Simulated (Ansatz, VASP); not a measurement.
Al2O3: VASP beside Ansatz

Contents of INCAR:

```
  ALGO = Normal
  EDIFF = 1E-6
  ENCUT = 520
  GGA = PE
  ISIF = 2
  ISMEAR = 0
  IVDW = 12
  LASPH = T
  LCHARG = F
  LREAL = F
  LWAVE = F
  NBANDS = 20
  NELM = 100
  PREC = Accurate
  SIGMA = 0.05
```

KPOINTS

```
k-points
0
Gamma
  12 12 4
```

Contents of POSCAR:

```
Al2O3
1.0
    2.9479799185      0.0000000000      0.0000000000
   -1.4739899593      2.5530254992      0.0000000000
    0.0000000000      0.0000000000      7.6952205002
Al O
2 3
Direct
    0.0000000000      0.0000000000      0.2752945179
    0.0000000000      0.0000000000      0.7247054821
    0.3333333333      0.6666666667      0.1953369158
    0.6666666667      0.3333333333      0.8046630842
    0.0000000000      0.0000000000      0.5000000000
```

Input for Ansatz:

```yaml
crystal:
  lattice:
    - [2.9479799185, 0.0, 0.0]
    - [-1.4739899593, 2.5530254992, 0.0]
    - [0.0, 0.0, 7.6952205002]
  atoms:
    - { symbol: Al, position: [0.0, 0.0, 0.2752945179] }
    - { symbol: Al, position: [0.0, 0.0, 0.7247054821] }
    - { symbol: O, position: [0.3333333333, 0.6666666667, 0.1953369158] }
    - { symbol: O, position: [0.6666666667, 0.3333333333, 0.8046630842] }
    - { symbol: O, position: [0.0, 0.0, 0.5] }
basis:
  ecutwfc: 420
kpoints:
  mp_grid: { grid: [12, 12, 4] }
hamiltonian:
  xc: pbe
  dispersion: d3bj
scf:
  occupations: { method: gaussian, width: 0.05 }
output:
  forces: true
  stress: true
  eigenvalues: true
```

Alike in both runs: task single point; functional PBE; dispersion D3(BJ); k mesh 12 × 12 × 4; occupations gaussian, width 0.05 eV; no spin polarisation.

|  | VASP | Ansatz |
| --- | --- | --- |
| version | VASP 6.6.1 | Ansatz 0.2.0 |
| potentials or method | VASP PAW PBE potentials, release 64 (Al, O), cutoff 520 eV | scalar-relativistic, plane waves, PAW |
| valence electrons in the cell | 24 | 24 |

|  | VASP | Ansatz | Ansatz less VASP |
| --- | --- | --- | --- |
| gap on the k mesh at the Fermi level (eV) | 1.88 | 1.88 | +0.005 |
| least direct gap on the mesh (eV) | 1.88 | 1.88 | +0.005 |
| pressure (GPa) | -0.8 | -0.7 | +0.01 |
| traceless stress, the component that is largest in VASP (GPa) | -15.11 | -15.20 | -0.090 |
| rms of the force components (eV/Å) | 0.582 | 0.598 | +0.0158 |

Atom by atom the forces differ by 0.016 eV/Å (rms over components).
